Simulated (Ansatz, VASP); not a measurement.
One calculation of BP, two programs

The input INCAR:

```
SYSTEM = BP
  PREC = Accurate
  ENCUT = 520
  EDIFF = 1E-7
  ISMEAR = 0
  SIGMA = 0.01
  LREAL = .False.
  LASPH = .True.
  NELM = 80
  ALGO = Normal
  ISIF = 2
  LWAVE = .False.
  LCHARG = .False.
  GGA = PS
  NBANDS = 11
```

The input KPOINTS:

```
Automatic mesh
0
Gamma
  6 6 6
  0 0 0
```

The input POSCAR:

```
BP
1.0
    0.0000000000      2.2988586873      2.2988586873
    2.2988586873      0.0000000000      2.2988586873
    2.2988586873      2.2988586873      0.0000000000
B P
1 1
Direct
    0.0000000000      0.0000000000      0.0000000000
    0.2500000000      0.2500000000      0.2500000000
```

Input for Ansatz:

```yaml
crystal:
  lattice:
    - [0.0, 2.298858687267982, 2.298858687267982]
    - [2.298858687267982, 0.0, 2.298858687267982]
    - [2.298858687267982, 2.298858687267982, 0.0]
  atoms:
    - { symbol: B, position: [0.0, 0.0, 0.0] }
    - { symbol: P, position: [0.25, 0.25, 0.25] }
basis:
  ecutwfc: 489.804952427784
kpoints:
  mp_grid:
    grid: [6, 6, 6]
hamiltonian:
  xc: pbesol
  pseudopotentials:
    kind: paw
scf:
  max_iter: 80
  occupations:
    method: fixed
output:
  stress: true
```

Alike in both runs: task single point; functional PBEsol; k mesh 6 × 6 × 6; no spin polarisation.

|  | VASP | Ansatz |
| --- | --- | --- |
| version | VASP 6.6.1 | Ansatz 0.2.0 |
| potentials or method | VASP PAW PBE potentials, release 64 (B, P), cutoff 520 eV | plane waves, PAW |
| occupations | gaussian, width 0.01 eV | fixed |
| valence electrons in the cell | 8 | 8 |

Ansatz gave:

| Property | Result |
| --- | --- |
| pressure (GPa) | -7.7 |

Task: What did VASP give for the same quantities?

Result: Pressure (GPa): -7.6.

VASP's potentials were made for PBE, not for PBEsol.
